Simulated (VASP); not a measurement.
A run of VASP 6.6.1:

Contents of POSCAR:

```
BAs
1.0
    0.0000000000      2.3885000000      2.3885000000
    2.3885000000      0.0000000000      2.3885000000
    2.3885000000      2.3885000000      0.0000000000
As B
1 1
Direct
    0.7500000000      0.7500000000      0.7500000000
    0.0000000000      0.0000000000      0.0000000000
```

Contents of INCAR.step1:

```
ALGO = Normal
EDIFF = 1E-5
ENCUT = 520
GGA = PE
ISIF = 2
ISMEAR = -1
LASPH = T
LCHARG = F
LREAL = F
LWAVE = T
NBANDS = 11
NELM = 100
PREC = Accurate
SIGMA = 0.05
```

Contents of INCAR.step2:

```
AEXX = 0.35
ALGO = Normal
EDIFF = 1E-6
ENCUT = 520
GGA = PE
ISIF = 2
ISMEAR = -1
ISTART = 1
LASPH = T
LCHARG = F
LHFCALC = T
LREAL = F
LWAVE = F
NBANDS = 11
NELM = 100
PREC = Accurate
PRECFOCK = Normal
SIGMA = 0.05
```

The input KPOINTS:

```
k-points
0
Gamma
  6 6 6
```

Potentials or basis: VASP PAW PBE potentials, release 64 (As, B).

Launch:

```console
$ cat potpaw_PBE.64/As/POTCAR potpaw_PBE.64/B/POTCAR > POTCAR
$ cp INCAR.step1 INCAR
$ mpirun -np 1 vasp_std > vasp.out
$ cp INCAR.step2 INCAR
$ mpirun -np 1 vasp_std > vasp.out
```

Hardware: 1 thread of Intel(R) Xeon(R) Platinum 8259CL CPU @ 2.50GHz (Skylake/Cascade Lake), on a shared host.

Problem. Estimate the wall time of this run.

Solution. Run time: 12 min on 1 thread of Intel(R) Xeon(R) Platinum 8259CL CPU @ 2.50GHz (Skylake/Cascade Lake), on a shared host, peak memory 0.17 GiB. Counts: k points 16.
